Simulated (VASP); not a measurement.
# Li (I4_1/amd) in VASP: notebook, part 2 of 2

VASP 6.6.1. Earlier steps stand in the parts before.

### Step 4. Density of states, PBE

This run uses another cell than the first one, of 20.32 Å³/atom, 1.250 times its volume.

File POSCAR:

```
Li
1.0
   -2.6583283445      2.6583283445      1.4380301199
    2.6583283445     -2.6583283445      1.4380301199
    2.6583283445      2.6583283445     -1.4380301199
Li
2
Direct
   -0.3750000000     -0.1250000000     -0.2500000000
    0.3750000000      0.1250000000      0.2500000000
```

File INCAR.step1:

```
PREC = Accurate ; ENCUT = 520
EDIFF = 1E-6 ; ISMEAR = -1
SIGMA = 0.08 ; LREAL = False
LASPH = True ; NELM = 100
ALGO = Normal ; ISIF = 2
LWAVE = False ; LCHARG = True
GGA = PE ; NBANDS = 10
```

File KPOINTS.step1:

```
Automatic mesh
0
Gamma
  15 15 15
```

File INCAR.step2:

```
PREC = Accurate ; ENCUT = 520
EDIFF = 1E-6 ; ISMEAR = -5
SIGMA = 0.08 ; LREAL = False
LASPH = True ; NELM = 100
ALGO = Normal ; ISIF = 2
LWAVE = False ; LCHARG = False
GGA = PE ; LORBIT = 10
NBANDS = 10 ; NEDOS = 2001
ICHARG = 11
```

File KPOINTS.step2:

```
Automatic mesh
0
Gamma
  23 23 23
```

Potentials or basis: VASP PAW PBE potentials, release 64 (Li_sv).

Started as:

```bash
> cat potpaw_PBE.64/Li_sv/POTCAR > POTCAR
> cp INCAR.step1 INCAR
> cp KPOINTS.step1 KPOINTS
> mpirun -np 1 vasp_std > vasp.out
> cp INCAR.step2 INCAR
> cp KPOINTS.step2 KPOINTS
> mpirun -np 1 vasp_std > vasp.out
```

OUTCAR:

```text
PREC = Accurate
   ENCUT = 520
   EDIFF = 1E-6
   ISMEAR = -5
   LREAL = False
   LASPH = True
   NELM = 100
   ISIF = 2
   GGA = PE
   LORBIT = 10
   ICHARG = 11

 ion  position               nearest neighbor table
   1  0.625  0.875  0.750-
   2  0.375  0.125  0.250-

  LATTYP: Found a body centered tetragonal cell.
 ALAT       =     5.3166566890
 C/A-ratio  =     0.5409527844

  Lattice vectors:

 A1 = (  -2.6583283445,   2.6583283445,   1.4380301199)
 A2 = (   2.6583283445,  -2.6583283445,   1.4380301199)
 A3 = (   2.6583283445,   2.6583283445,  -1.4380301199)

Analysis of symmetry for initial positions (statically):
=====================================================================
 Subroutine PRICEL returns:
 Original cell was already a primitive cell.

 Routine SETGRP: Setting up the symmetry group for a
 body centered tetragonal supercell.

 Subroutine GETGRP returns: Found 16 space group operations
 (whereof  4 operations were pure point group operations)
 out of a pool of 16 trial point group operations.

The static configuration has the point symmetry C_2h.
 The point group associated with its full space group is D_4h.

Analysis of symmetry for dynamics (positions and initial velocities):
=====================================================================
 Subroutine PRICEL returns:
 Original cell was already a primitive cell.

 Routine SETGRP: Setting up the symmetry group for a
 body centered tetragonal supercell.

 Subroutine GETGRP returns: Found 16 space group operations
 (whereof  4 operations were pure point group operations)
 out of a pool of 16 trial point group operations.

The dynamic configuration has the point symmetry C_2h.
 The point group associated with its full space group is D_4h.

 Subroutine INISYM returns: Found 16 space group operations
 (whereof  4 operations are pure point group operations),
 and found     1 'primitive' translations

----------------------------------------------------------------------------------------

                                     Primitive cell

  volume of cell :      40.6486

  direct lattice vectors                    reciprocal lattice vectors
    -2.658328345  2.658328345  1.438030120     0.000000000  0.188088127  0.347697863
     2.658328345 -2.658328345  1.438030120     0.188088127  0.000000000  0.347697863
     2.658328345  2.658328345 -1.438030120     0.188088127  0.188088127  0.000000000

  length of vectors
     4.025090036  4.025090036  4.025090036     0.395311204  0.395311204  0.265996781

  position of ions in fractional coordinates (direct lattice)
     0.625000000  0.875000000  0.750000000
     0.375000000  0.125000000  0.250000000

  ion indices of the primitive-cell ions
   primitive index   ion index
                 1           1
                 2           2

----------------------------------------------------------------------------------------

 KPOINTS: Automatic mesh

Automatic generation of k-mesh.
 Grid dimensions read from file:
[... 27 lines left out ...]
  0.130435  0.000000  0.000000      8.000000
  0.173913  0.000000 -0.000000      8.000000
  0.217391  0.000000 -0.000000      8.000000
[... 16 lines left out ...]
  0.478261  0.043478 -0.000000     16.000000
 -0.478261  0.043478  0.000000     16.000000
 [... further k-points ...]
   k-points           NKPTS =    936   k-points in BZ     NKDIM =    936   number of bands    NBANDS=     10
   number of dos      NEDOS =   2001   number of ions     NIONS =      2
   total plane-waves  NPLWV =  27000
   dimension x,y,z NGX =    30 NGY =   30 NGZ =   30
   dimension x,y,z NGXF=    60 NGYF=   60 NGZF=   60
   ions per type =               2
   NGX,Y,Z   is equivalent  to a cutoff of  12.39, 12.39, 12.39 a.u.
   NGXF,Y,Z  is equivalent  to a cutoff of  24.78, 24.78, 24.78 a.u.
 SYSTEM =  unknown system
   PREC   = accura    normal or accurate (medium, high low for compatibility)
   ISTART =      0    job   : 0-new  1-cont  2-samecut
   ICHARG =     11    charge: 1-file 2-atom 10-const
   ISPIN  =      1    spin polarized calculation?
   LNONCOLLINEAR =      F non collinear calculations
   LSORBIT =      F    spin-orbit coupling
   LASPH  =      T    aspherical Exc in radial PAW
   ENCUT  =  520.0 eV  38.22 Ry    6.18 a.u.   7.48  7.48  7.48*2*pi/ulx,y,z
   NELM   =    100;   NELMIN=  2; NELMDL=  0     # of ELM steps
   EDIFF  = 0.1E-05   stopping-criterion for ELM
   LREAL  =      F    real-space projection
   EDIFFG = 0.1E-04   stopping-criterion for IOM
   NSW    =      0    number of steps for IOM
   IBRION =     -1    ionic relax: 0-MD 1-quasi-New 2-CG
   NFREE  =      0    steps in history (QN), initial steepest desc. (CG)
   ISIF   =      2    stress and relaxation
   ISYM   =      2    0-nonsym 1-usesym 2-fastsym
   POTIM  = 0.5000    time-step for ionic-motion
   TEBEG  =    0.0;   TEEND  =   0.0 temperature during run
   PSTRESS=    0.0 pullay stress
   NELECT =       6.0000    total number of electrons
   NUPDOWN=      -1.0000    fix difference up-down
   EMIN   =  10.00;   EMAX   =-10.00  energy-range for DOS
   EFERMI =   0.00;   METHOD = LEGACY
   ISMEAR =    -5;   SIGMA  =   0.08  broadening in eV -4-tet -1-fermi 0-gaus
   EFERMI_NEDOS =   21; number of points for ismear=-14 and -15
   IALGO  =     38    algorithm
   IMIX   =      4    mixing-type and parameters
     AMIX     =   0.40;   BMIX     =  1.00
     AMIX_MAG =   1.60;   BMIX_MAG =  1.00
  volume/ion in A,a.u.               =      20.32       137.16
  Fermi-wavevector in a.u.,A,eV,Ry     =   0.865187  1.634967 10.184630  0.748549
  Thomas-Fermi vector in A             =   1.983394
   LORBIT       =     10    0 simple, 1 ext, 2 COOP (PROOUT), +10 PAW based schemes
   GGA     = PE    functional components
   LHFCALC =     F    Hartree Fock is set to
   AEXX    =    0.0000 exact exchange contribution
   IVDW    =     0    specifies the selected vdW correction
   LEPSILON=     F    determine dielectric tensor
   LRPA    =     F    only Hartree local field effects (RPA)
 non-spin polarized calculation
 Fermi weights with tetrahedron method with Bloechl corrections
  energy-cutoff  :      520.00
  volume of cell :       40.65
 maximum number of plane-waves:      1119
 NGX is ok and might be reduce to    30

 number of electron       6.0000017 magnetization

 Free energy of the ion-electron system (eV)
  ---------------------------------------------------
  ext. energy  EPLUGINS =         0.00000000
  ---------------------------------------------------
  free energy    TOTEN  =        -3.66523116 eV

  energy without entropy =       -3.66523116  energy(sigma->0) =       -3.66523116

 E-fermi :   0.5787     XC(G=0):  -7.0362

 val. band max:        0.5955525178   @ k =  -0.3913  -0.3913   0.2609
 cond. band min:       0.4932511749   @ k =   0.3478   0.3478   0.0435
 fundamental gap:     -0.1023013429
 Fermi energy:         0.5787415438

 k-point     1 :       0.0000    0.0000    0.0000
  band No.  band energies     occupation
      1     -46.0880      2.00000
      2     -46.0480      2.00000
      3      -2.9185      2.00000
      4       4.2474      0.00000
      5       4.2474      0.00000
      6       6.7119      0.00000
      7       9.2729      0.00000
      8      13.2731      0.00000
      9      13.2731      0.00000
     10      14.1323      0.00000
[... 287 lines left out ...]
 k-point    24 :      -0.4783    0.0435    0.0000
  band No.  band energies     occupation
      1     -46.0649      2.00000
      2     -46.0478      2.00000
      3       0.3738      2.08428
      4       3.0278      0.00000
      5       4.5828      0.00000
      6       5.3613      0.00000
      7       7.3256      0.00000
      8       8.0221      0.00000
      9      11.1599      0.00000
     10      13.3007      0.00000

 [... further k-points ...]
[... 5 lines left out ...]
  --------------------------------------------------------------------------------------
  -------------------------------------------------------------------------------------
  Total       -0.0333794     -0.0333794     -0.0140271     -0.0000000     -0.0000000      0.0000000
  in kB       -1.3156616     -1.3156616     -0.5528835     -0.0000000     -0.0000000      0.0000000
  external PRESSURE =      -1.0614023 kB  Pullay stress =       0.0000000 kB

 VOLUME and BASIS-vectors are now :
 -----------------------------------------------------------------------------
  energy-cutoff  :      520.00
  volume of cell :       40.65
      direct lattice vectors                 reciprocal lattice vectors
    -2.658328345  2.658328345  1.438030120     0.000000000  0.188088127  0.347697863
     2.658328345 -2.658328345  1.438030120     0.188088127  0.000000000  0.347697863
     2.658328345  2.658328345 -1.438030120     0.188088127  0.188088127  0.000000000

 POSITION                                       TOTAL-FORCE (eV/Angst)
 -----------------------------------------------------------------------------------
      2.65833      1.32916      1.07852        -0.000000      0.000000      0.000000
      0.00000      1.32916      0.35951         0.000000     -0.000000     -0.000000
 -----------------------------------------------------------------------------------
    total drift:                                0.000000     -0.000000      0.000000

  FREE ENERGIE OF THE ION-ELECTRON SYSTEM (eV)
  ---------------------------------------------------
  free  energy   TOTEN  =        -3.6652311643 eV

  energy  without entropy=       -3.6652311643  energy(sigma->0) =       -3.66523116

 total charge

# of ion       s       p       d       tot
------------------------------------------
    1        2.032   0.043   0.000   2.075
    2        2.032   0.043   0.000   2.075
--------------------------------------------------
tot          4.064   0.086   0.000   4.150
```

Run time: 9.2 min. Hardware: 1 thread of Oxide Virtual Turin-like, shared host; peak memory 0.39 GiB.

What came out:

```
Valence electrons inside the program's atomic spheres : Li 2.08
```

Levels at points of the mesh, in eV from the Fermi level:
| k point | band 1 | band 2 | band 3 | band 4 | band 5 | band 6 | band 7 | band 8 |
| --- | --- | --- | --- | --- | --- | --- | --- | --- |
| (0.00, 0.00, 0.00) | -46.67 | -46.63 | -3.50 | 3.67 | 3.67 | 6.13 | 8.69 | 12.69 |

Caveat: the cutoff is under 1.25 times the usual one of these potentials, so pressure, stress and relaxed cells hold a basis-set (Pulay) error; tetrahedron occupations give inexact forces and stress in metals.
